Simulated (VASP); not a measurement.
Input of a VASP 6.6.1 run:

The input INCAR:

```
PREC = Accurate
ENCUT = 520
EDIFF = 1E-6
ISMEAR = 0
SIGMA = 0.02
LREAL = F
LASPH = T
NELM = 80
ALGO = Normal
ISIF = 2
LWAVE = F
LCHARG = F
GGA = PE
NBANDS = 35
```

Contents of KPOINTS:

```
Automatic mesh
0
Gamma
  12 12 2
```

The input POSCAR:

```
WSe2
1.0
    3.3209866537      0.0000000000      0.0000000000
   -1.6604933268      2.8760588077      0.0000000000
    0.0000000000      0.0000000000     15.0438270553
W Se
2 4
Direct
    0.6666666667      0.3333333333      0.7500000000
    0.3333333333      0.6666666667      0.2500000000
    0.3333333333      0.6666666667      0.8615430793
    0.6666666667      0.3333333333      0.3615430793
    0.3333333333      0.6666666667      0.6384569207
    0.6666666667      0.3333333333      0.1384569207
```

Potentials or basis: VASP PAW PBE potentials, release 64 (W_sv, Se).

The run is started by

```console
$ cat potpaw_PBE.64/W_sv/POTCAR potpaw_PBE.64/Se/POTCAR > POTCAR
$ mpirun -np 1 vasp_std > vasp.out
```

(1) Predict the largest force.

(2) Estimate the band gap on the k mesh.

(3) Estimate the pressure.

## Answers

(1) 0.045 eV/Å.

(2) 1.46 eV (least direct gap 1.52 eV).

(3) 0.3 GPa.

Caveat: spin-orbit coupling is left out, which moves the levels of the heavy elements; this functional lacks dispersion, which binds layers or chains, so the pressure and a relaxed spacing across them are unreliable.
